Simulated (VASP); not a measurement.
# Mg8S9 (a cell with a defect) in VASP: a series of runs

The runs below take Mg8S9 (a cell with a defect) through single point, with PBEsol, PBEsol+D3(BJ).

Program: VASP 6.6.1. These are calculated values, not measurements. Logs are shortened: lines on timing, memory, paths and dates and some standing lists are left out, and cuts for length are marked.

## Step 1: The cell of the first run

The cell holds a defect, 17 atoms: a = 7.992 Å, b = 7.992 Å, c = 7.992 Å, α = 60.00°, β = 60.00°, γ = 60.00°.

## Step 2: Single point, PBEsol

The input, INCAR:

```
ALGO     = Normal         # electronic algorithm
EDIFF    = 1E-6           # SCF threshold, eV
ENCUT    = 400            # plane-wave cutoff, eV
GGA      = PS             # functional
GGA_COMPAT= False        
ISIF     = 2              # what is computed and relaxed
ISMEAR   = -1             # smearing method
ISYM     = -1           
LASPH    = True           # aspherical terms in the spheres
LCHARG   = True           # write CHGCAR
LELF     = True           # ELF
LREAL    = Auto         
LVHAR    = True         
LWAVE    = False          # write WAVECAR
NBANDS   = 49             # bands
NELM     = 120            # most SCF steps
PREC     = Accurate       # precision mode
SIGMA    = 0.05           # smearing width, eV
```

The input, KPOINTS:

```
explicit points
4
Reciprocal
  0.25000000   0.25000000   0.25000000 2
  0.25000000   0.25000000   0.75000000 2
  0.25000000   0.75000000   0.25000000 2
  0.25000000   0.75000000   0.75000000 2
```

The input, POSCAR:

```
Mg8S9
1.0
    0.0000000000      5.6515320000      5.6515320000
    5.6515320000      0.0000000000      5.6515320000
    5.6515320000      5.6515320000      0.0000000000
Mg S
8 9
Direct
    0.0156390000      0.9893790000      0.0073530000
    0.5132820000      0.5077190000      0.4916360000
    0.0002830000      0.9928390000      0.5093510000
    0.5006570000      0.5178030000      0.9915070000
    0.9923640000      0.5119510000      0.0051650000
    0.5005240000      0.0017410000      0.5081700000
    0.4970160000      0.9898170000      0.0028750000
    0.9972410000      0.5013310000      0.5037350000
    0.1454780000      0.1398320000      0.1026150000
    0.6252930000      0.6332390000      0.4702820000
    0.1179010000      0.1328270000      0.6301610000
    0.6194550000      0.6234620000      0.1158510000
    0.1310300000      0.6408240000      0.1246010000
    0.6286090000      0.1109710000      0.6232130000
    0.6215300000      0.1318980000      0.1113080000
    0.1189290000      0.6338620000      0.6181070000
    0.6223670000      0.6484680000      0.7532970000
```

Potentials or basis: VASP PAW PBE potentials, release 64 (Mg, S).

Started as:

```bash
$ cat potpaw_PBE.64/Mg/POTCAR potpaw_PBE.64/S/POTCAR > POTCAR
$ mpirun -np 1 vasp_std > vasp.out
```

OUTCAR:

```text
EDIFF = 1E-6
   ENCUT = 400
   GGA = PS
   ISIF = 2
   ISMEAR = -1
   ISYM = -1
   LASPH = True
   LREAL = Auto
   NELM = 120
   PREC = Accurate

 ion  position               nearest neighbor table
   1  0.016  0.989  0.007-  13 2.27   9 2.46  11 2.47  15 2.58
   2  0.513  0.508  0.492-  10 1.55  12 2.46  16 2.57  14 2.59
   3  0.000  0.993  0.509-  16 2.34  14 2.43  11 2.47   9 2.66
   4  0.501  0.518  0.992-  17 1.68  12 2.28  13 2.41  15 2.52
   5  0.992  0.512  0.005-   9 2.44  12 2.44  13 2.53  16 2.53
   6  0.501  0.002  0.508-  14 2.30  11 2.50  17 2.53  15 2.59  10 2.72
   7  0.497  0.990  0.003-   9 2.31  12 2.39  15 2.45  14 2.48
   8  0.997  0.501  0.504-  11 2.40  16 2.41  13 2.48  17 2.68  10 2.72
   9  0.145  0.140  0.103-   7 2.31   5 2.44   1 2.46   3 2.66
  10  0.625  0.633  0.470-   2 1.55  17 2.31   8 2.72   6 2.72
  11  0.118  0.133  0.630-   8 2.40   1 2.47   3 2.47   6 2.50
  12  0.619  0.623  0.116-   4 2.28   7 2.39   5 2.44   2 2.46  17 2.79
  13  0.131  0.641  0.125-   1 2.27   4 2.41   8 2.48   5 2.53
  14  0.629  0.111  0.623-   6 2.30   3 2.43   7 2.48   2 2.59
  15  0.622  0.132  0.111-   7 2.45   4 2.52   1 2.58   6 2.59
  16  0.119  0.634  0.618-   3 2.34   8 2.41   5 2.53   2 2.57
  17  0.622  0.648  0.753-   4 1.68  10 2.31   6 2.53   8 2.68  12 2.79

 -----------------------------------------------------------------------------
|                                                                             |
|           W    W    AA    RRRRR   N    N  II  N    N   GGGG   !!!           |
|           W    W   A  A   R    R  NN   N  II  NN   N  G    G  !!!           |
|           W    W  A    A  R    R  N N  N  II  N N  N  G       !!!           |
|           W WW W  AAAAAA  RRRRR   N  N N  II  N  N N  G  GGG   !            |
|           WW  WW  A    A  R   R   N   NN  II  N   NN  G    G                |
|           W    W  A    A  R    R  N    N  II  N    N   GGGG   !!!           |
|                                                                             |
|     The distance between some ions is very small. Please check the          |
|     nearest-neighbor list in the OUTCAR file.                               |
|     I HOPE YOU KNOW WHAT YOU ARE DOING!                                     |
|                                                                             |
 -----------------------------------------------------------------------------

IMPORTANT INFORMATION: All symmetrisations will be switched off!
NOSYMM: (Re-)initialisation of all symmetry stuff for point group C_1.

----------------------------------------------------------------------------------------

                                     Primitive cell

  volume of cell :     361.0178

  direct lattice vectors                    reciprocal lattice vectors
     0.000000000  5.651532000  5.651532000    -0.088471586  0.088471586  0.088471586
[... 92 lines left out ...]
   ISMEAR =    -1;   SIGMA  =   0.05  broadening in eV -4-tet -1-fermi 0-gaus
   EFERMI_NEDOS =   21; number of points for ismear=-14 and -15
   IALGO  =     38    algorithm
   IMIX   =      4    mixing-type and parameters
     AMIX     =   0.40;   BMIX     =  1.00
     AMIX_MAG =   1.60;   BMIX_MAG =  1.00
  volume/ion in A,a.u.               =      21.24       143.31
  Fermi-wavevector in a.u.,A,eV,Ry     =   0.947541  1.790593 12.215771  0.897834
  Thomas-Fermi vector in A             =   2.075644
   LORBIT       =      0    0 simple, 1 ext, 2 COOP (PROOUT), +10 PAW based schemes
   GGA     = PS    functional components
   LHFCALC =     F    Hartree Fock is set to
   AEXX    =    0.0000 exact exchange contribution
   IVDW    =     0    specifies the selected vdW correction
   LEPSILON=     F    determine dielectric tensor
   LRPA    =     F    only Hartree local field effects (RPA)
 non-spin polarized calculation
  energy-cutoff  :      400.00
  volume of cell :      361.02
 maximum number of plane-waves:      6570
 NGX is ok and might be reduce to    54
   NGX = 27   NGY = 27   NGZ = 27

 number of electron      69.9999998 magnetization

 Free energy of the ion-electron system (eV)
  ---------------------------------------------------
  ext. energy  EPLUGINS =         0.00000000
  ---------------------------------------------------
  free energy    TOTEN  =       -60.31835980 eV

  energy without entropy =      -60.31835980  energy(sigma->0) =      -60.31835980

 E-fermi :   2.9696     XC(G=0):  -8.8375

 val. band max:        1.9519795786   @ k =   0.2500   0.7500   0.2500
 cond. band min:       4.0272973592   @ k =   0.2500   0.2500   0.2500
 fundamental gap:      2.0753177805
 Fermi energy:         2.9696166329

 k-point     1 :       0.2500    0.2500    0.2500
  band No.  band energies     occupation
      1     -11.8319      2.00000
      2     -10.3109      2.00000
      3      -9.3574      2.00000
      4      -9.1323      2.00000
      5      -9.0063      2.00000
      6      -8.8996      2.00000
[... 189 lines left out ...]
     46       8.1017      0.00000
     47       8.1225      0.00000
 [bands above 47 left out]

------------------------ aborting loop because EDIFF is reached ----------------------------------------

  FORCE on cell =-STRESS in cart. coord.  units (eV):
  Direction    XX          YY          ZZ          XY          YZ          ZX
  --------------------------------------------------------------------------------------
  -------------------------------------------------------------------------------------
  Total       13.8227422     12.7297704     72.6266125     10.1876439      4.8206468     10.1438351
  in kB       61.3445836     56.4940336    322.3129846     45.2122135     21.3937703     45.0177923
  external PRESSURE =     146.7172006 kB  Pullay stress =       0.0000000 kB

 VOLUME and BASIS-vectors are now :
 -----------------------------------------------------------------------------
  energy-cutoff  :      400.00
  volume of cell :      361.02
      direct lattice vectors                 reciprocal lattice vectors
     0.000000000  5.651532000  5.651532000    -0.088471586  0.088471586  0.088471586
     5.651532000  0.000000000  5.651532000     0.088471586 -0.088471586  0.088471586
     5.651532000  5.651532000  0.000000000     0.088471586  0.088471586 -0.088471586

 POSITION                                       TOTAL-FORCE (eV/Angst)
 -----------------------------------------------------------------------------------
      5.63306      0.12994      5.67989         0.984520     -1.128296      0.461670
      5.64789      5.67933      5.77022       -13.461605    -11.687193    -31.451474
      8.48967      2.88021      5.61266         0.049753     -0.493326      0.692900
      8.52991      8.43301      5.75586         6.719001      8.143341    -19.736186
      2.92250      5.63757      8.50168        -0.380273      0.164625      0.517771
      2.88178      5.70067      2.83857        -0.561295     -1.146873     -0.041445
[... 9 lines left out ...]
      7.07554      4.16538      4.25442        -0.223976      0.862058     -0.027290
      7.92212      7.77461      7.18216        -8.475146     -8.560299     18.366127
 -----------------------------------------------------------------------------------
    total drift:                                0.007560      0.006376      0.006690

  FREE ENERGIE OF THE ION-ELECTRON SYSTEM (eV)
  ---------------------------------------------------
  free  energy   TOTEN  =       -60.3183597997 eV

  energy  without entropy=      -60.3183597970  energy(sigma->0) =      -60.31835980
```

OSZICAR:

```text
N       E                     dE             d eps       ncg     rms          rms(c)
DAV:   1     0.318437498696E+03    0.31844E+03   -0.23606E+04   392   0.950E+02
DAV:   2    -0.318375106719E+02   -0.35028E+03   -0.33862E+03   516   0.180E+02
DAV:   3    -0.644540690495E+02   -0.32617E+02   -0.32460E+02   488   0.608E+01
DAV:   4    -0.650087079824E+02   -0.55464E+00   -0.55384E+00   480   0.967E+00
DAV:   5    -0.650210714065E+02   -0.12363E-01   -0.12360E-01   504   0.147E+00    0.141E+01
DAV:   6    -0.608111959325E+02    0.42099E+01   -0.79437E+00   456   0.796E+00    0.106E+01
DAV:   7    -0.603243343318E+02    0.48686E+00   -0.26073E+00   472   0.464E+00    0.579E+00
DAV:   8    -0.603166076006E+02    0.77267E-02   -0.17581E-01   464   0.157E+00    0.102E+00
DAV:   9    -0.603169638841E+02   -0.35628E-03   -0.28209E-02   480   0.622E-01    0.404E-01
DAV:  10    -0.603178487980E+02   -0.88491E-03   -0.24548E-03   520   0.193E-01    0.196E-01
DAV:  11    -0.603182791297E+02   -0.43033E-03   -0.68267E-04   464   0.103E-01    0.708E-02
DAV:  12    -0.603183278365E+02   -0.48707E-04   -0.99514E-05   488   0.385E-02    0.436E-02
DAV:  13    -0.603183560268E+02   -0.28190E-04   -0.55781E-05   496   0.277E-02    0.188E-02
DAV:  14    -0.603183591158E+02   -0.30890E-05   -0.52709E-06   488   0.934E-03    0.130E-02
DAV:  15    -0.603183597997E+02   -0.68394E-06   -0.15902E-06   336   0.489E-03
   1 F= -.60318360E+02 E0= -.60318360E+02  d E =-.270633E-08
```

Wall time 3.8 min (1 thread of Intel Xeon Platinum 8375C at 2.90GHz (Ice Lake), shared host); peak memory 0.37 GiB.

What came out:

```yaml
Free_energy: -60.3184 eV
Pressure: 14.7 GPa
Largest_force: 36.152 eV/Å
Band_gap_on_the_k_mesh: 2.08 eV
```

Forces in eV/Å, atoms in the order of the input:
```
Mg    0.985  -1.128   0.462
Mg  -13.462 -11.687 -31.451
Mg    0.050  -0.493   0.693
Mg    6.719   8.143 -19.736
Mg   -0.380   0.165   0.518
Mg   -0.561  -1.147  -0.041
Mg    0.019   0.136   1.027
Mg    0.008  -0.176   0.089
S     0.895  -0.237  -1.071
S    13.807  12.164  30.377
S    -0.373   0.124  -0.083
S     0.470   0.860   0.846
S    -0.609   0.313  -1.141
S     0.902   0.105   1.030
S     0.231   0.558   0.144
S    -0.224   0.862  -0.027
S    -8.475  -8.560  18.366
```

Stress tensor (GPa, compression positive):
```
 6.13  4.52  4.50
 4.52  5.65  2.14
 4.50  2.14 32.23
```

Caveat: atoms lie so close that the PAW spheres overlap strongly, which falsifies energies and pressures; the PAW data sets were made with another functional, which shifts forces and pressure a little.

(Part 1 of 3 ends here.)
